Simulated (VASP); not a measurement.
# Al2O3 (P-6m2) in VASP: notebook

Al2O3 is run at these levels: PBE+D3(BJ); tasks: single point.

Program: VASP 6.6.1. These are calculated values, not measurements. Logs are shortened: lines on timing, memory, paths and dates and some standing lists are left out, and cuts for length are marked.

**1. The cell of the first run**

The structure is hexagonal, space group P-6m2 (No. 187). Conventional cell: a = 2.841 Å, b = 2.841 Å, c = 7.231 Å, α = 90.00°, β = 90.00°, γ = 120.00°. Within 2.3 Å of Al (site symmetry 3m) lie 6 O at 1.72 to 2.14 Å. O (site symmetry 3m) has 3 Al at 1.72 Å within 2.3 Å. Within 2.9 Å of O (site symmetry -6m2) lie 6 Al at 2.14 Å and 12 O at 2.51 to 2.84 Å.

**2. Single point, PBE+D3(BJ) (atoms shifted along a free coordinate)**

Input file INCAR:

```
PREC     = Accurate       # precision mode
ENCUT    = 520            # plane-wave cutoff, eV
EDIFF    = 1E-6           # SCF threshold, eV
ISMEAR   = 0              # smearing method
SIGMA    = 0.05           # smearing width, eV
LREAL    = False          # projectors in reciprocal space
LASPH    = True           # aspherical terms in the spheres
NELM     = 80             # most SCF steps
ALGO     = Normal         # electronic algorithm
ISIF     = 2              # what is computed and relaxed
LWAVE    = False          # write WAVECAR
LCHARG   = False          # write CHGCAR
GGA      = PE             # functional
IVDW     = 12             # dispersion correction
NBANDS   = 20             # bands
```

Input file KPOINTS:

```
regular mesh
0
Gamma
  9 9 4
```

Input file POSCAR:

```
Al2O3
1.0
    2.8414820084      0.0000000000      0.0000000000
   -1.4207410042      2.4607956037      0.0000000000
    0.0000000000      0.0000000000      7.2308043812
Al O
2 3
Direct
    0.0000000000      0.0000000000      0.1907358529
    0.0000000000      0.0000000000      0.8092641471
    0.3333333333      0.6666666667      0.2635340166
    0.6666666667      0.3333333333      0.0000000000
    0.3333333333      0.6666666667      0.7364659834
```

Potentials or basis: VASP PAW PBE potentials, release 64 (Al, O).

On the command line:

```sh
cat potpaw_PBE.64/Al/POTCAR potpaw_PBE.64/O/POTCAR > POTCAR
mpirun -np 1 vasp_std > vasp.out
```

OUTCAR:

```text
PREC = Accurate
   ENCUT = 520
   EDIFF = 1E-6
   ISMEAR = 0
   LREAL = False
   LASPH = True
   NELM = 80
   ISIF = 2
   GGA = PE
   IVDW = 12
 IVDW          = 12

 ion  position               nearest neighbor table
   1  0.000  0.000  0.191-   3 1.72   3 1.72   3 1.72   4 2.14   4 2.14   4 2.14   2 2.76
   2  0.000  0.000  0.809-   5 1.72   5 1.72   5 1.72   4 2.14   4 2.14   4 2.14   1 2.76
   3  0.333  0.667  0.264-   1 1.72   1 1.72   1 1.72
   4  0.667  0.333  0.000-   1 2.14   2 2.14   1 2.14   2 2.14   1 2.14   2 2.14
   5  0.333  0.667  0.736-   2 1.72   2 1.72   2 1.72

  LATTYP: Found a hexagonal cell.
 ALAT       =     2.8414820084
 C/A-ratio  =     2.5447299542

  Lattice vectors:

 A1 = (   2.8414820084,   0.0000000000,   0.0000000000)
 A2 = (  -1.4207410042,   2.4607956037,   0.0000000000)
 A3 = (   0.0000000000,   0.0000000000,   7.2308043812)

Analysis of symmetry for initial positions (statically):
=====================================================================
 Subroutine PRICEL returns:
 Original cell was already a primitive cell.

 Routine SETGRP: Setting up the symmetry group for a
 hexagonal supercell.

 Subroutine GETGRP returns: Found 12 space group operations
 (whereof 12 operations were pure point group operations)
 out of a pool of 24 trial point group operations.

The static configuration has the point symmetry D_3h.

Analysis of symmetry for dynamics (positions and initial velocities):
=====================================================================
 Subroutine PRICEL returns:
 Original cell was already a primitive cell.

 Routine SETGRP: Setting up the symmetry group for a
 hexagonal supercell.

 Subroutine GETGRP returns: Found 12 space group operations
 (whereof 12 operations were pure point group operations)
 out of a pool of 24 trial point group operations.

The dynamic configuration has the point symmetry D_3h.

 Subroutine INISYM returns: Found 12 space group operations
 (whereof 12 operations are pure point group operations),
 and found     1 'primitive' translations

----------------------------------------------------------------------------------------

                                     Primitive cell

  volume of cell :      50.5600

  direct lattice vectors                    reciprocal lattice vectors
     2.841482008  0.000000000  0.000000000     0.351929028  0.203186319  0.000000000
    -1.420741004  2.460795604  0.000000000     0.000000000  0.406372638  0.000000000
[... 94 lines left out ...]
   NSW    =      0    number of steps for IOM
   IBRION =     -1    ionic relax: 0-MD 1-quasi-New 2-CG
   NFREE  =      0    steps in history (QN), initial steepest desc. (CG)
   ISIF   =      2    stress and relaxation
   ISYM   =      2    0-nonsym 1-usesym 2-fastsym
   POTIM  = 0.5000    time-step for ionic-motion
   TEBEG  =    0.0;   TEEND  =   0.0 temperature during run
   PSTRESS=    0.0 pullay stress
   NELECT =      24.0000    total number of electrons
   NUPDOWN=      -1.0000    fix difference up-down
   EMIN   =  10.00;   EMAX   =-10.00  energy-range for DOS
   EFERMI =   0.00;   METHOD = LEGACY
   ISMEAR =     0;   SIGMA  =   0.05  broadening in eV -4-tet -1-fermi 0-gaus
   EFERMI_NEDOS =   21; number of points for ismear=-14 and -15
   IALGO  =     38    algorithm
   IMIX   =      4    mixing-type and parameters
     AMIX     =   0.40;   BMIX     =  1.00
     AMIX_MAG =   1.60;   BMIX_MAG =  1.00
  volume/ion in A,a.u.               =      10.11        68.24
  Fermi-wavevector in a.u.,A,eV,Ry     =   1.277055  2.413284 22.189322  1.630869
  Thomas-Fermi vector in A             =   2.409676
   LORBIT       =      0    0 simple, 1 ext, 2 COOP (PROOUT), +10 PAW based schemes
   GGA     = PE    functional components
   LHFCALC =     F    Hartree Fock is set to
   AEXX    =    0.0000 exact exchange contribution
   IVDW    =    12    specifies the selected vdW correction
   LEPSILON=     F    determine dielectric tensor
   LRPA    =     F    only Hartree local field effects (RPA)
 non-spin polarized calculation
 Gauss-broadening in eV      SIGMA  =   0.05
  energy-cutoff  :      520.00
  volume of cell :       50.56
 maximum number of plane-waves:      1375
 NGX is ok and might be reduce to    24
   NGX = 11   NGY = 11   NGZ = 27

 number of electron      24.0000010 magnetization

 Free energy of the ion-electron system (eV)
  ---------------------------------------------------
  ext. energy  EPLUGINS =         0.00000000
  ---------------------------------------------------
  free energy    TOTEN  =       -35.78444183 eV

  energy without entropy =      -35.78444183  energy(sigma->0) =      -35.78444183

 E-fermi :   4.5223     XC(G=0): -10.3253

 val. band max:        4.2537294669   @ k =   0.1111   0.1111   0.0000
 cond. band min:       9.3372872296   @ k =   0.0000   0.0000   0.0000
 fundamental gap:      5.0835577627
 Fermi energy:         4.5222568822

 k-point     1 :       0.0000    0.0000    0.0000
  band No.  band energies     occupation
      1     -15.2976      2.00000
      2     -14.4819      2.00000
      3     -12.3448      2.00000
      4      -0.7363      2.00000
      5       1.2095      2.00000
      6       1.7480      2.00000
[... 541 lines left out ...]
     19      18.0277      0.00000
     20      18.3930      0.00000

 [... further k-points ...]

------------------------ aborting loop because EDIFF is reached ----------------------------------------

 Edisp (eV)   -1.00302

 E8    (eV) :    -0.3793

  FORCE on cell =-STRESS in cart. coord.  units (eV):
  Direction    XX          YY          ZZ          XY          YZ          ZX
  --------------------------------------------------------------------------------------
  -------------------------------------------------------------------------------------
  Total       6.50405     6.50405     4.44028     0.00000     0.00000     0.00000
  in kB     206.10438   206.10438   140.70632     0.00000     0.00000     0.00000
  external pressure =      184.31 kB  Pullay stress =        0.00 kB

 VOLUME and BASIS-vectors are now :
 -----------------------------------------------------------------------------
  energy-cutoff  :      520.00
  volume of cell :       50.56
      direct lattice vectors                 reciprocal lattice vectors
     2.841482008  0.000000000  0.000000000     0.351929028  0.203186319  0.000000000
    -1.420741004  2.460795604  0.000000000     0.000000000  0.406372638  0.000000000
     0.000000000  0.000000000  7.230804381     0.000000000  0.000000000  0.138297200

 POSITION                                       TOTAL-FORCE (eV/Angst)
 -----------------------------------------------------------------------------------
      0.00000      0.00000      1.37917        -0.000000     -0.000000     -2.488130
      0.00000      0.00000      5.85163        -0.000000     -0.000000      2.488130
     -0.00000      1.64053      1.90556         0.000000      0.000000      3.076500
      1.42074      0.82027      0.00000         0.000000     -0.000000      0.000000
     -0.00000      1.64053      5.32524         0.000000      0.000000     -3.076500
 -----------------------------------------------------------------------------------
    total drift:                               -0.000000      0.000000      0.000000

  FREE ENERGIE OF THE ION-ELECTRON SYSTEM (eV)
  ---------------------------------------------------
  free  energy   TOTEN  =       -36.7874623480 eV

  energy  without entropy=      -36.7874623480  energy(sigma->0) =      -36.78746235
```

OSZICAR:

```text
N       E                     dE             d eps       ncg     rms          rms(c)
DAV:   1     0.103257794208E+03    0.10326E+03   -0.12798E+04  1440   0.111E+03
DAV:   2    -0.349440741164E+02   -0.13820E+03   -0.13525E+03  1716   0.253E+02
DAV:   3    -0.409133219247E+02   -0.59692E+01   -0.59522E+01  1880   0.537E+01
DAV:   4    -0.409611410668E+02   -0.47819E-01   -0.47812E-01  1756   0.521E+00
DAV:   5    -0.409618664736E+02   -0.72541E-03   -0.72540E-03  1816   0.624E-01    0.137E+01
DAV:   6    -0.358565265915E+02    0.51053E+01   -0.15892E+01  1628   0.278E+01    0.486E+00
DAV:   7    -0.358014167425E+02    0.55110E-01   -0.44807E-01  1712   0.454E+00    0.253E+00
DAV:   8    -0.357789089206E+02    0.22508E-01   -0.61520E-02  1832   0.245E+00    0.840E-01
DAV:   9    -0.357823886879E+02   -0.34798E-02   -0.25468E-02  1672   0.128E+00    0.217E-01
DAV:  10    -0.357839356368E+02   -0.15469E-02   -0.18749E-03  1536   0.300E-01    0.112E-01
DAV:  11    -0.357844000307E+02   -0.46439E-03   -0.66401E-04  1588   0.247E-01    0.217E-02
DAV:  12    -0.357844353102E+02   -0.35280E-04   -0.88370E-05  1656   0.687E-02    0.115E-02
DAV:  13    -0.357844426022E+02   -0.72920E-05   -0.23952E-05  1572   0.379E-02    0.703E-03
DAV:  14    -0.357844418330E+02    0.76922E-06   -0.31093E-06  1908   0.174E-02
   1 F= -.36787462E+02 E0= -.36787462E+02  d E =-.155523E-15
```

Run time: 42 s. Hardware: 1 thread of Intel Xeon 8259CL, shared host; peak memory 0.2 GiB.

Results:

| Item | Value |
| --- | --- |
| Free energy | -36.7875 eV |
| Pressure | 18.4 GPa |
| Largest force | 3.076 eV/Å |
| Band gap on the k mesh | 5.08 eV (least direct gap 5.33 eV) |
| Dispersion energy per atom | -0.201 eV |

Forces in eV/Å, atoms in the order of the input:
```
Al   0.000  0.000 -2.488
Al   0.000  0.000  2.488
O    0.000  0.000  3.076
O    0.000  0.000  0.000
O    0.000  0.000 -3.076
```

Levels at points of the mesh, in eV from the valence-band top:
```tsv
k point	band 8	band 9	band 10	band 11	band 12	band 13	band 14	band 15	band 16	band 17
(0.00, 0.00, 0.00)	-2.36	-2.36	-0.32	-0.32	-0.25	5.08	7.67	8.55	10.80	15.09
(0.00, 0.00, 0.50)	-2.37	-2.37	-0.80	-0.32	-0.32	5.97	6.69	8.39	11.64	15.00
```

Caveat: the cell differs from its parent crystal (atoms shifted along a free coordinate); the cell stands under pressure; an odd mesh through Γ misses points on the zone boundary, where band edges can lie; forces of over 1 eV/Å act on the atoms, so gaps and moduli don't describe the material at rest.

[end of part 1 of 2]
